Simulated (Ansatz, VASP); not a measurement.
## Two plane-wave programs on AlN

File INCAR:

```
PREC = Accurate
ENCUT = 520
EDIFF = 1E-7
ISMEAR = 0
SIGMA = 0.05
LREAL = F
LASPH = T
NELM = 60
ALGO = Normal
ISIF = 2
LWAVE = F
LCHARG = F
GGA = PS
NBANDS = 26
```

Contents of KPOINTS:

```
Automatic mesh
0
Gamma
  8 8 8
```

The input POSCAR:

```
AlN
1.0
   -3.1135599857      0.0000000000      0.0000000000
    0.0000000000      5.3928440876      0.0000000000
    1.5567799928     -2.6964220438     -4.9833504711
Al N
4 4
Direct
    1.0162048236      0.3289687648      0.9984934868
    0.5162048236      0.8289687648      0.9984934868
    0.2322886632      0.9195247220      0.4984934868
    0.7322886632      0.4195247220      0.4984934868
    0.7931015627      0.1337968252      0.6165031751
    0.2931015627      0.6337968252      0.6165031751
    0.0734016124      0.7327063499      0.1165031751
    0.5734016124      0.2327063499      0.1165031751
```

Input for Ansatz:

```yaml
crystal:
  lattice:
    - [-3.1135599857, 0.0, 0.0]
    - [0.0, 5.3928440876, 0.0]
    - [1.5567799928, -2.6964220438, -4.9833504711]
  atoms:
    - { symbol: Al, position: [1.0162048236, 0.3289687648, 0.9984934868] }
    - { symbol: Al, position: [0.5162048236, 0.8289687648, 0.9984934868] }
    - { symbol: Al, position: [0.2322886632, 0.919524722, 0.4984934868] }
    - { symbol: Al, position: [0.7322886632, 0.419524722, 0.4984934868] }
    - { symbol: "N", position: [0.7931015627, 0.1337968252, 0.6165031751] }
    - { symbol: "N", position: [0.2931015627, 0.6337968252, 0.6165031751] }
    - { symbol: "N", position: [0.0734016124, 0.7327063499, 0.1165031751] }
    - { symbol: "N", position: [0.5734016124, 0.2327063499, 0.1165031751] }
basis:
  ecutwfc: 520.0
kpoints:
  mp_grid: { grid: [8, 8, 8] }
hamiltonian:
  xc: pbesol
  pseudopotentials: { kind: paw, azcp: { folder: soft_1 } }
scf:
  occupations: { method: gaussian, width: 0.05 }
output:
  forces: true
  stress: true
  eigenvalues: true
  write_density: true
  write_potential: true
  elf: true
  volumetric_format: npy
```

Change from the starting cell: mode 4 frozen in at -0.053 Å and mode 15 at -0.042 Å (largest displacements).

Alike in both runs: task single point; functional PBEsol; k mesh 8 × 8 × 8; occupations gaussian, width 0.05 eV; no spin polarisation.

```csv
,VASP,Ansatz
version,VASP 6.6.1,Ansatz 0.2.0
potentials or method,"VASP PAW PBE potentials, release 64 (Al, N), cutoff 520 eV","scalar-relativistic, plane waves, PAW"
valence electrons in the cell,32,32
```

|  | VASP | Ansatz | Ansatz less VASP |
| --- | --- | --- | --- |
| gap on the k mesh at the Fermi level (eV) | 4.07 | 4.05 | -0.016 |
| least direct gap on the mesh (eV) | 4.07 | 4.05 | -0.016 |
| pressure (GPa) | 0.5 | 0.4 | -0.02 |
| traceless stress, the component that is largest in VASP (GPa) | 4.52 | 4.45 | -0.065 |
| rms of the force components (eV/Å) | 0.481 | 0.477 | -0.0040 |

VASP's potentials were made for PBE, not for PBEsol, and Ansatz warns of the same on its side. Atom by atom the forces differ by 0.004 eV/Å (rms over components).
